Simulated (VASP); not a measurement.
The system is RbBr.

```
Rb Br
1.0
     4.20058    0.00000    0.00000
     0.00000    4.20058    0.00000
     0.00000    0.00000    4.20058
Rb Br
1 1
Cartesian
  0.0000 0.0000 0.0000
  2.1003 2.1003 2.1003
```

This cell differs from its parent crystal: strain +1.8%.

Base run:

```yaml
Program: VASP 6.6.1
Functional: PBE
Potentials_or_basis: VASP PAW PBE potentials, release 64 (Rb_sv, Br)
Cutoff: 520 eV
k_mesh: 6 × 6 × 6
Occupations: fermi-dirac, width 0.02 eV
Spin: no spin polarisation
```

Its results: band gap on the k mesh 3.91 eV (least direct gap 4.06 eV); pressure 0.0 GPa.

**Question.** The run is repeated on the same cell with these changes: functional from PBE to r2SCAN; occupations from fermi-dirac, width 0.02 eV to gaussian, width 0.01 eV. What comes out?

**Answer.** Band gap on the k mesh 4.64 eV (least direct gap 4.79 eV); pressure -0.8 GPa.

Caveats: the structure was generated, so it needn't be the stable form of RbBr; the PAW data sets were made with another functional, which shifts forces and pressure a little (at least some runs).

A k mesh can miss the band edges.
